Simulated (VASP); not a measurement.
A run of VASP 6.6.1:

INCAR

```
SYSTEM = In2GaP3
ALGO = Normal
EDIFF = 1E-6
ENCUT = 520
GGA = PE
ISIF = 2
ISMEAR = 0
LASPH = .True.
LCHARG = .True.
LELF = .True.
LREAL = .False.
LVHAR = .True.
LWAVE = .False.
NBANDS = 36
NELM = 80
PREC = Accurate
SIGMA = 0.01
```

Contents of KPOINTS:

```
k-points
0
Gamma
  6 6 2
  0 0 0
```

File POSCAR:

```
In2GaP3
1.0
    4.0657305760      0.0000000000      0.0000000000
   -2.0328652880      3.5210259638      0.0000000000
    0.0000000000      0.0000000000      9.9895053615
Ga In P
1 2 3
Direct
    0.0000000000      0.0000000000      0.0008415830
    0.6666666667      0.3333333333      0.6734585785
    0.3333333333      0.6666666667      0.3276036500
    0.6666666667      0.3333333333      0.9292247872
    0.3333333333      0.6666666667      0.5819913807
    0.0000000000      0.0000000000      0.2368800207
```

Potentials or basis: VASP PAW PBE potentials, release 64 (Ga_d, In_d, P).

Launch:

```console
$ cat potpaw_PBE.64/Ga_d/POTCAR potpaw_PBE.64/In_d/POTCAR potpaw_PBE.64/P/POTCAR > POTCAR
$ mpirun -np 1 vasp_std > vasp.out
```

Hardware: 1 thread of Intel Xeon 8259CL, on a shared host.

Q: Estimate the wall time of this run.

A: It took 2.2 min on 1 thread of Intel Xeon 8259CL, with other jobs on the host, peak memory 0.28 GiB. Counts: scf iterations 16, k points 14.
